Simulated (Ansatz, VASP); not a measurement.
Two plane-wave programs on Sn

```
Sn
1.0
     3.07545   -0.02302    0.00049
     0.02434    3.18617   -0.01693
     0.00502    0.03576    5.69345
Sn
2
Direct
  0.50243 0.24936 0.74997
  0.49757 0.75064 0.25003
```

Change from the starting cell: the structure that the rattled cell fell into.

Alike in both runs: functional PBE; k mesh 6 × 6 × 4; occupations gaussian, width 0.1 eV; no spin polarisation.

Ansatz relaxed the structure, and its values are those at the end. VASP's run is a single point on that final structure, the one shown.

```csv
,VASP,Ansatz
version,VASP 6.6.1,Ansatz 0.2.0
potentials or method,"VASP PAW PBE potentials, release 64 (Sn_d), cutoff 520 eV","scalar-relativistic, plane waves, PAW"
valence electrons in the cell,28,28
```

|  | VASP | Ansatz | Ansatz less VASP |
| --- | --- | --- | --- |
| gap on the k mesh at the Fermi level (eV) | none | none | - |
| pressure (GPa) | -0.1 | 0.0 | +0.05 |

A gap of «none» marks a metal or a gap that the smearing closes.
